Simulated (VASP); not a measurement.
# As (R-3m) in VASP: notebook

As is run at these levels: LDA; tasks: single point.

All numbers are computed with VASP 6.6.1; they aren't measurements. Logs are shortened: lines on timing, memory, paths and dates and some standing lists are left out, and cuts for length are marked.

## 1. The cell of the first run

It takes space group R-3m (No. 166, trigonal). Conventional cell: a = 3.760 Å, b = 3.760 Å, c = 9.983 Å, α = 90.00°, β = 90.00°, γ = 120.00°. As (site symmetry 3m) has 6 As at 2.52 to 2.99 Å within 3.3 Å.

## 2. Single point, LDA

Input file INCAR:

```
SYSTEM = As
  ALGO = Normal
  EDIFF = 1E-6
  ENCUT = 500
  GGA_COMPAT = .False.
  ISIF = 2
  ISMEAR = 1
  LASPH = .True.
  LCHARG = .True.
  LELF = .True.
  LREAL = .False.
  LVHAR = .True.
  LWAVE = .False.
  NBANDS = 12
  NELM = 120
  PREC = Accurate
  SIGMA = 0.6
```

Input file KPOINTS:

```
k-points
0
Gamma
  10 10 10
  0 0 0
```

Input file POSCAR:

```
As
1.0
    1.8799878575      1.0854114956      3.3276505507
   -1.8799878575      1.0854114956      3.3276505507
    0.0000000000     -2.1708229912      3.3276505507
As
2
Direct
    0.7695128170      0.7695128170      0.7695128170
    0.2304871830      0.2304871830      0.2304871830
```

Potentials or basis: VASP PAW LDA potentials, release 64 (As).

On the command line:

```
$ cat potpaw_LDA.64/As/POTCAR > POTCAR
$ mpirun -np 1 vasp_std > vasp.out
```

OUTCAR:

```text
SYSTEM = As
   EDIFF = 1E-6
   ENCUT = 500
   ISIF = 2
   ISMEAR = 1
   LASPH = .True.
   LREAL = .False.
   NELM = 120
   PREC = Accurate

 ion  position               nearest neighbor table
   1  0.770  0.770  0.770-   2 2.52   2 2.52   2 2.52
   2  0.230  0.230  0.230-   1 2.52   1 2.52   1 2.52

  LATTYP: Found a trigonal (rhomboedric) cell.
 ALAT       =     3.9731260547
 COS(alpha) =     0.5522089635

  Lattice vectors:

 A1 = (   1.8799878575,   1.0854114956,   3.3276505507)
 A2 = (  -1.8799878575,   1.0854114956,   3.3276505507)
 A3 = (   0.0000000000,  -2.1708229912,   3.3276505507)

Analysis of symmetry for initial positions (statically):
=====================================================================
 Subroutine PRICEL returns:
 Original cell was already a primitive cell.

 Routine SETGRP: Setting up the symmetry group for a
 trigonal (rhombohedral) supercell.

 Subroutine GETGRP returns: Found 12 space group operations
 (whereof 12 operations were pure point group operations)
 out of a pool of 12 trial point group operations.

The static configuration has the point symmetry D_3d.

Analysis of symmetry for dynamics (positions and initial velocities):
=====================================================================
 Subroutine PRICEL returns:
 Original cell was already a primitive cell.

 Routine SETGRP: Setting up the symmetry group for a
 trigonal (rhombohedral) supercell.

 Subroutine GETGRP returns: Found 12 space group operations
 (whereof 12 operations were pure point group operations)
 out of a pool of 12 trial point group operations.

The dynamic configuration has the point symmetry D_3d.

 Subroutine INISYM returns: Found 12 space group operations
 (whereof 12 operations are pure point group operations),
 and found     1 'primitive' translations

----------------------------------------------------------------------------------------

                                     Primitive cell

  volume of cell :      40.7416

  direct lattice vectors                    reciprocal lattice vectors
     1.879987857  1.085411496  3.327650551     0.265959165  0.153551595  0.100170775
    -1.879987857  1.085411496  3.327650551    -0.265959165  0.153551595  0.100170775
     0.000000000 -2.170822991  3.327650551     0.000000000 -0.307103191  0.100170775

  length of vectors
     3.973126055  3.973126055  3.973126055     0.323027172  0.323027172  0.323027172

  position of ions in fractional coordinates (direct lattice)
     0.769512817  0.769512817  0.769512817
[... 88 lines left out ...]
   PSTRESS=    0.0 pullay stress
   NELECT =      10.0000    total number of electrons
   NUPDOWN=      -1.0000    fix difference up-down
   EMIN   =  10.00;   EMAX   =-10.00  energy-range for DOS
   EFERMI =   0.00;   METHOD = LEGACY
   ISMEAR =     1;   SIGMA  =   0.60  broadening in eV -4-tet -1-fermi 0-gaus
   EFERMI_NEDOS =   21; number of points for ismear=-14 and -15
   IALGO  =     38    algorithm
   IMIX   =      4    mixing-type and parameters
     AMIX     =   0.40;   BMIX     =  1.00
     AMIX_MAG =   1.60;   BMIX_MAG =  1.00
  volume/ion in A,a.u.               =      20.37       137.47
  Fermi-wavevector in a.u.,A,eV,Ry     =   1.025011  1.936991 14.294939  1.050648
  Thomas-Fermi vector in A             =   2.158829
   LORBIT       =      0    0 simple, 1 ext, 2 COOP (PROOUT), +10 PAW based schemes
   GGA     = CA    functional components
   LHFCALC =     F    Hartree Fock is set to
   AEXX    =    0.0000 exact exchange contribution
   IVDW    =     0    specifies the selected vdW correction
   LEPSILON=     F    determine dielectric tensor
   LRPA    =     F    only Hartree local field effects (RPA)
 non-spin polarized calculation
 Methfessel and Paxton  Order N= 1 SIGMA  =   0.60
  energy-cutoff  :      500.00
  volume of cell :       40.74
 maximum number of plane-waves:      1060
 NGX is ok and might be reduce to    30
   NGX = 15   NGY = 15   NGZ = 15

 number of electron      10.0000001 magnetization

 Free energy of the ion-electron system (eV)
  ---------------------------------------------------
  ext. energy  EPLUGINS =         0.00000000
  ---------------------------------------------------
  free energy    TOTEN  =       -10.77697868 eV

  energy without entropy =      -10.81354626  energy(sigma->0) =      -10.78916787

 E-fermi :   6.0882     XC(G=0): -10.4163

 val. band max:        5.9626850750   @ k =   0.4000   0.3000   0.3000
 cond. band min:       6.1311805739   @ k =   0.4000   0.1000   0.1000
 fundamental gap:      0.1684954989
 Fermi energy:         6.0882459213

 k-point     1 :       0.0000    0.0000    0.0000
  band No.  band energies     occupation
      1      -9.3312      2.00000
      2       0.5286      2.00000
      3       3.6164      2.00000
      4       3.8876      2.00000
      5       3.8876      2.00000
      6       8.1496     -0.00001
      7       9.1821     -0.00000
      8       9.1821     -0.00000
      9      12.4807     -0.00000
     10      12.4807     -0.00000
     11      12.9155     -0.00000
     12      14.6068     -0.00000
[... 331 lines left out ...]
 k-point    24 :       0.4000    0.3000    0.0000
  band No.  band energies     occupation
      1      -7.2807      2.00000
      2      -2.9972      2.00000
      3       0.6677      2.00000
      4       1.9493      2.00000
      5       2.4600      2.00000
      6       8.3038     -0.00000
      7      10.6842     -0.00000
      8      11.0100     -0.00000
      9      11.6045     -0.00000
     10      16.7386     -0.00000
     11      17.0926     -0.00000
     12      17.9337     -0.00000

 [... further k-points ...]

------------------------ aborting loop because EDIFF is reached ----------------------------------------

  FORCE on cell =-STRESS in cart. coord.  units (eV):
  Direction    XX          YY          ZZ          XY          YZ          ZX
  --------------------------------------------------------------------------------------
  -------------------------------------------------------------------------------------
  Total        0.1079731      0.1079731      0.0799874      0.0000000      0.0000000      0.0000000
  in kB        4.2460755      4.2460755      3.1455310      0.0000000      0.0000000      0.0000000
  external PRESSURE =       3.8792273 kB  Pullay stress =       0.0000000 kB

 VOLUME and BASIS-vectors are now :
 -----------------------------------------------------------------------------
  energy-cutoff  :      500.00
  volume of cell :       40.74
      direct lattice vectors                 reciprocal lattice vectors
     1.879987857  1.085411496  3.327650551     0.265959165  0.153551595  0.100170775
    -1.879987857  1.085411496  3.327650551    -0.265959165  0.153551595  0.100170775
     0.000000000 -2.170822991  3.327650551     0.000000000 -0.307103191  0.100170775

 POSITION                                       TOTAL-FORCE (eV/Angst)
 -----------------------------------------------------------------------------------
      0.00000      0.00000      7.68201         0.000000      0.000000     -0.054107
      0.00000      0.00000      2.30094         0.000000     -0.000000      0.054107
 -----------------------------------------------------------------------------------
    total drift:                               -0.000000      0.000000      0.000000

  FREE ENERGIE OF THE ION-ELECTRON SYSTEM (eV)
  ---------------------------------------------------
  free  energy   TOTEN  =       -10.7769786773 eV

  energy  without entropy=      -10.8135462587  energy(sigma->0) =      -10.78916787
```

OSZICAR:

```text
N       E                     dE             d eps       ncg     rms          rms(c)
DAV:   1     0.269479069413E+02    0.26948E+02   -0.40960E+03  2784   0.674E+02
DAV:   2    -0.921927709756E+01   -0.36167E+02   -0.34498E+02  3736   0.110E+02
DAV:   3    -0.108124409082E+02   -0.15932E+01   -0.15824E+01  3464   0.237E+01
DAV:   4    -0.108201734292E+02   -0.77325E-02   -0.77318E-02  3188   0.187E+00
DAV:   5    -0.108201918218E+02   -0.18393E-04   -0.18393E-04  3448   0.979E-02    0.367E+00
DAV:   6    -0.107917489479E+02    0.28443E-01   -0.71594E-03  3128   0.450E-01    0.217E+00
DAV:   7    -0.107769926225E+02    0.14756E-01   -0.13985E-02  3132   0.644E-01    0.698E-02
DAV:   8    -0.107769753130E+02    0.17309E-04   -0.34333E-04  3252   0.118E-01    0.207E-02
DAV:   9    -0.107769790397E+02   -0.37267E-05   -0.21066E-05  3344   0.257E-02    0.840E-03
DAV:  10    -0.107769786773E+02    0.36243E-06   -0.14451E-06  2204   0.654E-03
   1 F= -.10776979E+02 E0= -.10789168E+02  d E =0.365676E-01
```

stdout:

```text
POSCAR found type information on POSCAR As
 POSCAR found :  1 types and       2 ions
 scaLAPACK will be used
 LDA part: xc-table for (Slater(with rela. corr.)+CA(PZ))
 , standard interpolation
 POSCAR, INCAR and KPOINTS ok, starting setup
 FFT: planning ... GRIDC
 FFT: planning ... GRID_SOFT
 FFT: planning ... GRID
 WAVECAR not read
 entering main loop
```

Wall time 24 s (1 thread of AMD EPYC 9R45 (Zen 5), shared host); peak memory 0.14 GiB.

Results:

| Quantity | Value |
| --- | --- |
| Free energy | -10.7770 eV |
| Pressure | 0.4 GPa |
| Largest force | 0.054 eV/Å |
| Band gap on the k mesh | zero (band 5 reaches 5.96 eV, above the bottom of band 6 at 5.74 eV) |

Forces in eV/Å, atoms in the order of the input:
```
As   0.000  0.000 -0.054
As   0.000  0.000  0.054
```

## 3. Single point, LDA

Input file INCAR:

```
SYSTEM = As
PREC = Accurate ; ENCUT = 500
EDIFF = 1E-6 ; ISMEAR = 1
SIGMA = 1.0 ; LREAL = .FALSE.
LASPH = .TRUE. ; NELM = 120
ALGO = Normal ; ISIF = 2
LWAVE = .FALSE. ; LCHARG = .FALSE.
NBANDS = 12 ; GGA_COMPAT = .FALSE.
```

Input file KPOINTS:

```
Automatic mesh
0
G
  10 10 10
  0 0 0
```

POSCAR is that of step 2.

Potentials or basis: VASP PAW LDA potentials, release 64 (As).

On the command line:

```
$ cat potpaw_LDA.64/As/POTCAR > POTCAR
$ mpirun -np 1 vasp_std > vasp.out
```

OUTCAR:

```text
SYSTEM = As
   PREC = Accurate
   ENCUT = 500
   EDIFF = 1E-6
   ISMEAR = 1
   LREAL = .FALSE.
   LASPH = .TRUE.
   NELM = 120
   ISIF = 2

 ion  position               nearest neighbor table
   1  0.770  0.770  0.770-   2 2.52   2 2.52   2 2.52
   2  0.230  0.230  0.230-   1 2.52   1 2.52   1 2.52

  LATTYP: Found a trigonal (rhomboedric) cell.
 ALAT       =     3.9731260547
 COS(alpha) =     0.5522089635

  Lattice vectors:

 A1 = (   1.8799878575,   1.0854114956,   3.3276505507)
 A2 = (  -1.8799878575,   1.0854114956,   3.3276505507)
 A3 = (   0.0000000000,  -2.1708229912,   3.3276505507)

Analysis of symmetry for initial positions (statically):
=====================================================================
 Subroutine PRICEL returns:
 Original cell was already a primitive cell.

 Routine SETGRP: Setting up the symmetry group for a
 trigonal (rhombohedral) supercell.

 Subroutine GETGRP returns: Found 12 space group operations
 (whereof 12 operations were pure point group operations)
 out of a pool of 12 trial point group operations.

The static configuration has the point symmetry D_3d.
[... 173 lines left out ...]
      3       3.6150      2.00372
      4       3.8869      2.01068
      5       3.8869      2.01068
      6       8.1485     -0.00982
      7       9.1814     -0.00007
      8       9.1814     -0.00007
      9      12.4806     -0.00000
     10      12.4806     -0.00000
     11      12.9144     -0.00000
     12      14.6062     -0.00000
[... 331 lines left out ...]
 k-point    24 :       0.4000    0.3000    0.0000
  band No.  band energies     occupation
      1      -7.2818      2.00000
      2      -2.9985      2.00000
      3       0.6670      2.00000
      4       1.9486      2.00000
      5       2.4591      2.00001
      6       8.3033     -0.00545
      7      10.6835     -0.00000
      8      11.0089     -0.00000
      9      11.6034     -0.00000
     10      16.7378     -0.00000
     11      17.0919     -0.00000
     12      17.9334     -0.00000

 [... further k-points ...]

------------------------ aborting loop because EDIFF is reached ----------------------------------------

  FORCE on cell =-STRESS in cart. coord.  units (eV):
  Direction    XX          YY          ZZ          XY          YZ          ZX
  --------------------------------------------------------------------------------------
  -------------------------------------------------------------------------------------
  Total        0.0245731      0.0245731      0.1182899      0.0000000     -0.0000000      0.0000000
  in kB        0.9663446      0.9663446      4.6517871      0.0000000     -0.0000000      0.0000000
  external PRESSURE =       2.1948254 kB  Pullay stress =       0.0000000 kB

 VOLUME and BASIS-vectors are now :
 -----------------------------------------------------------------------------
  energy-cutoff  :      500.00
  volume of cell :       40.74
      direct lattice vectors                 reciprocal lattice vectors
     1.879987857  1.085411496  3.327650551     0.265959165  0.153551595  0.100170775
    -1.879987857  1.085411496  3.327650551    -0.265959165  0.153551595  0.100170775
     0.000000000 -2.170822991  3.327650551     0.000000000 -0.307103191  0.100170775

 POSITION                                       TOTAL-FORCE (eV/Angst)
 -----------------------------------------------------------------------------------
      0.00000      0.00000      7.68201         0.000000      0.000000     -0.079864
      0.00000      0.00000      2.30094         0.000000     -0.000000      0.079864
 -----------------------------------------------------------------------------------
    total drift:                               -0.000000      0.000000      0.000000

  FREE ENERGIE OF THE ION-ELECTRON SYSTEM (eV)
  ---------------------------------------------------
  free  energy   TOTEN  =       -10.7456200356 eV

  energy  without entropy=      -10.8387140307  energy(sigma->0) =      -10.77665137
```

stdout:

```text
POSCAR found type information on POSCAR As
 POSCAR found :  1 types and       2 ions
 scaLAPACK will be used
 LDA part: xc-table for (Slater(with rela. corr.)+CA(PZ))
 , standard interpolation
 POSCAR, INCAR and KPOINTS ok, starting setup
 FFT: planning ... GRIDC
 FFT: planning ... GRID_SOFT
 FFT: planning ... GRID
 WAVECAR not read
 entering main loop
```

Run time: 22 s. Hardware: 1 thread of AMD EPYC 9R45 (Zen 5), shared host; peak memory 0.15 GiB.

What came out:

```
Free energy            : -10.7456 eV
Pressure               : 0.2 GPa
Largest force          : 0.080 eV/Å
Band gap on the k mesh : zero (band 5 reaches 5.96 eV, above the bottom of band 6 at 5.74 eV)
```

Forces on the atoms (eV/Å):
```
As   0.000  0.000 -0.080
As   0.000  0.000  0.080
```

Stress tensor (GPa, compression positive):
```
0.10 0.00 0.00
0.00 0.10 0.00
0.00 0.00 0.47
```

(Part 1 of 2 ends here.)
